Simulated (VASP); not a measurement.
# BN: single point with PBE

BN:

```xyz
2
Lattice="0.0000 1.8121 1.8121 1.8121 0.0000 1.8121 1.8121 1.8121 0.0000" Properties=species:S:1:pos:R:3 pbc="T T T"
B    -0.0720   -0.0720    0.0000
N     2.7737    2.7737    2.7181
```

This cell differs from its parent crystal: mode 4 frozen in at -0.072 Å and mode 6 at -0.072 Å (largest displacements).

```json
{
  "Program": "VASP 6.6.1",
  "Task": "single point",
  "Functional": "PBE",
  "Potentials or basis": "VASP PAW PBE potentials, release 64 (B, N)",
  "Cutoff": "520 eV",
  "k mesh": "12 × 12 × 12",
  "Occupations": "gaussian, width 0.05 eV",
  "Spin": "no spin polarisation",
  "Dipole correction": "no",
  "Further INCAR settings": "ALGO = Normal; EDIFF = 1e-07; NBANDS = 11"
}
```

| Property | Result |
| --- | --- |
| Pressure | 9.8 GPa |
| Largest force | 4.519 eV/Å |
| Band gap on the k mesh | 2.83 eV, indirect (least direct gap 6.93 eV) |

Forces in eV/Å, atoms in the order of the input:
```
B    3.004  3.004  1.540
N   -3.004 -3.004 -1.540
```

Stress tensor (GPa, compression positive):
```
 8.92  9.98  3.29
 9.98  8.92  3.29
 3.29  3.29 11.58
```

Levels at points of the mesh, in eV from the valence-band top:
```csv
k point,band 2,band 3,band 4,band 5,band 6,band 7
"(0.00, 0.00, 0.00)",-2.96,-1.04,0.00,6.93,7.31,8.58
"(0.50, 0.00, 0.00)",-11.80,-4.36,-1.72,6.78,8.73,12.50
"(0.00, 0.00, 0.50)",-11.44,-4.29,-2.51,7.58,8.52,10.93
"(0.50, 0.50, 0.50)",-12.17,-3.52,-2.19,7.96,9.60,11.44
"(0.50, 0.50, 0.00)",-10.19,-6.04,-5.62,2.83,7.29,16.63
"(0.00, 0.50, 0.50)",-10.13,-6.53,-5.50,3.09,7.61,16.20
```

It took 33 s on 1 thread of AMD EPYC 9R45 96-Core Processor (Zen 5), on a shared host, peak memory 0.14 GiB.

Caveat: the cell differs from its parent crystal (mode 4 frozen in at -0.072 Å and mode 6 at -0.072 Å (largest displacements)); forces of over 1 eV/Å act on the atoms, so gaps and moduli don't describe the material at rest. A k mesh can miss the band edges.
